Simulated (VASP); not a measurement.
Set up this calculation in VASP 6.6.1, as the native input.

```yaml
Task: relaxation of cell and atoms
Functional: PBE
Dispersion: D4
Potentials_or_basis: VASP PAW PBE potentials, release 64 (C, O)
Cutoff: 600 eV
k_mesh: 6 × 6 × 6
Occupations: fermi-dirac, width 0.02 eV
Spin: no spin polarisation
Dipole_correction: no
Further_INCAR_settings: ALGO = Normal; EDIFF = 1e-07; IBRION = 2; EDIFFG = -0.005; NSW = 80; ISIF = 3
```

The structure of CO2 lies in POSCAR:

```
CO2
1.0
    4.4266924568      0.0000000000      0.0000000000
    0.0000000000      4.4266924568      0.0000000000
    0.0000000000      0.0000000000      4.8089819819
C O
2 4
Direct
    0.5000000000      0.5000000000      0.5000000000
    0.0000000000      0.0000000000      0.0000000000
    0.3132524933      0.6867475067      0.5000000000
    0.6867475067      0.3132524933      0.5000000000
    0.1867475067      0.1867475067      0.0000000000
    0.8132524933      0.8132524933      0.0000000000
```

The input as run:

INCAR

```
SYSTEM = CO2
  PREC = Accurate
  ENCUT = 600
  EDIFF = 1E-7
  ISMEAR = -1
  SIGMA = 0.02
  LREAL = .False.
  LASPH = .True.
  NELM = 100
  ALGO = Normal
  ISIF = 3
  LWAVE = .False.
  LCHARG = .False.
  GGA = PE
  IVDW = 13
  IBRION = 2
  NSW = 80
  EDIFFG = -0.005
```

KPOINTS

```
regular mesh
0
Gamma
  6 6 6
  0 0 0
```

Potentials or basis: VASP PAW PBE potentials, release 64 (C, O).

Command:

```sh
$ cat potpaw_PBE.64/C/POTCAR potpaw_PBE.64/O/POTCAR > POTCAR
$ mpirun -np 1 vasp_std > vasp.out
```

It gave:

* Relaxed volume: 14.83 Å³/atom
* Relaxed cell: a = 4.357 Å, b = 4.357 Å, c = 4.688 Å, α = 90.00°, β = 90.00°, γ = 90.00°
* Space group after relaxing (to 0.1 Å): P4_2/mnm (No. 136)
* Energy gained by relaxing: 2.3 meV/atom
* Ionic steps: 11
* Pressure after relaxing: 0.0 GPa
* Band gap on the k mesh: 6.51 eV (least direct gap 6.90 eV)
* Dispersion energy per atom: -0.074 eV

Wall time 7.7 min on 1 thread of Intel(R) Xeon(R) Platinum 8375C CPU @ 2.90GHz (Ice Lake) (shared host), peak memory 0.25 GiB.
